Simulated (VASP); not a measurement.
A run of VASP 6.6.1 is set up as follows.

The input INCAR:

```
PREC = Accurate
ENCUT = 520
EDIFF = 1E-7
ISMEAR = -1
SIGMA = 0.08
LREAL = F
LASPH = T
NELM = 60
ALGO = Normal
ISIF = 2
LWAVE = F
LCHARG = F
GGA = PE
NBANDS = 26
```

Contents of KPOINTS:

```
Automatic mesh
0
Gamma
  10 10 6
```

File POSCAR:

```
ZnSe
1.0
    3.2291515499      0.0000000000      0.0000000000
   -1.6145757750      2.7965272749      0.0000000000
    0.0000000000      0.0000000000      5.5340720278
Zn Se
2 2
Direct
    0.0000000000      0.0000000000      0.0000000000
    0.0000000000      0.0000000000      0.5000000000
    0.3333333333      0.6666666667      0.2500000000
    0.6666666667      0.3333333333      0.7500000000
```

Potentials or basis: VASP PAW PBE potentials, release 64 (Zn, Se).

Run with:

```console
$ cat potpaw_PBE.64/Zn/POTCAR potpaw_PBE.64/Se/POTCAR > POTCAR
$ mpirun -np 1 vasp_std > vasp.out
```

Problem. Estimate the band gap on the k mesh.

Solution. Zero (band 18 reaches 8.75 eV, above the bottom of band 19 at 7.46 eV).

Problem. Estimate the pressure.

Solution. 87.8 GPa.

Stress tensor (GPa, compression positive):
```
87.76  0.00  0.00
 0.00 87.76  0.00
 0.00  0.00 87.91
```
